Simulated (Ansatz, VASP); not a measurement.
This is a calculation of Te2Mo for Ansatz 0.2.0.

Contents of input.yaml:

```yaml
crystal:
  lattice:
    - [3.658928, 0.0, 0.0]
    - [-1.829464, 3.1687245986, 0.0]
    - [0.0, 0.0, 13.9736]
  atoms:
    - { symbol: Te, position: [0.6666666667, 0.3333333333, 0.379] }
    - { symbol: Te, position: [0.3333333333, 0.6666666667, 0.879] }
    - { symbol: Te, position: [0.6666666667, 0.3333333333, 0.121] }
    - { symbol: Te, position: [0.3333333333, 0.6666666667, 0.621] }
    - { symbol: Mo, position: [0.6666666667, 0.3333333333, 0.75] }
    - { symbol: Mo, position: [0.3333333333, 0.6666666667, 0.25] }
hamiltonian:
  xc: pbe
  pseudopotentials: { kind: paw }
kpoints:
  mp_grid: { grid: [7, 7, 2] }
scf:
  occupations: { method: fermi_dirac, width: 0.05 }
output:
  forces: true
  stress: true
  eigenvalues: true
```

Potentials or basis: Ansatz PAW.

Command:

```sh
$ ansatz run input.yaml --threads 2 --pin off --max-ram 5632MiB --backend cpu --events-out ev --progress --plain --runs-dir out
```

Question: Translate it to VASP 6.6.1. Potentials there: VASP PAW PBE potentials, release 64 (Te, Mo_sv).

Answer: As run (the cutoff follows the program's own potentials):

Contents of INCAR:

```
SYSTEM = Te2Mo
  PREC = Accurate
  ENCUT = 520
  EDIFF = 1E-6
  ISMEAR = -1
  SIGMA = 0.05
  LREAL = .FALSE.
  LASPH = .TRUE.
  NELM = 100
  ALGO = Normal
  ISIF = 2
  LWAVE = .FALSE.
  LCHARG = .TRUE.
  GGA = PE
  LELF = .TRUE.
  LVHAR = .TRUE.
  NBANDS = 35
```

The input KPOINTS:

```
regular mesh
0
G
  7 7 2
  0 0 0
```

POSCAR

```
Te2Mo
1.0
    3.6589280000      0.0000000000      0.0000000000
   -1.8294640000      3.1687245986      0.0000000000
    0.0000000000      0.0000000000     13.9736000000
Te Mo
4 2
Direct
    0.6666666667      0.3333333333      0.3790000000
    0.3333333333      0.6666666667      0.8790000000
    0.6666666667      0.3333333333      0.1210000000
    0.3333333333      0.6666666667      0.6210000000
    0.6666666667      0.3333333333      0.7500000000
    0.3333333333      0.6666666667      0.2500000000
```

Potentials or basis: VASP PAW PBE potentials, release 64 (Te, Mo_sv).

Command:

```bash
$ cat potpaw_PBE.64/Te/POTCAR potpaw_PBE.64/Mo_sv/POTCAR > POTCAR
$ mpirun -np 1 vasp_std > vasp.out
```

Both were run:

|  | VASP | Ansatz | Ansatz less VASP |
| --- | --- | --- | --- |
| gap on the k mesh at the Fermi level (eV) | 0.69 | 0.70 | +0.008 |
| least direct gap on the mesh (eV) | 1.09 | 1.09 | -0.002 |
| pressure (GPa) | -3.5 | -3.5 | 0.00 |
| traceless stress, the component that is largest in VASP (GPa) | 1.78 | 1.74 | -0.040 |
| rms of the force components (eV/Å) | 0.211 | 0.217 | +0.0059 |

Atom by atom the forces differ by 0.006 eV/Å (rms over components). VASP's potentials hold 52 valence electrons a cell and Ansatz's 92, so a difference there can come from the potentials and not from the codes.

Spin-orbit coupling is off throughout. Noted on Ansatz's run: odd divisions of the mesh miss points on the zone boundary, where band edges often lie, so the gap on the mesh can be too wide.
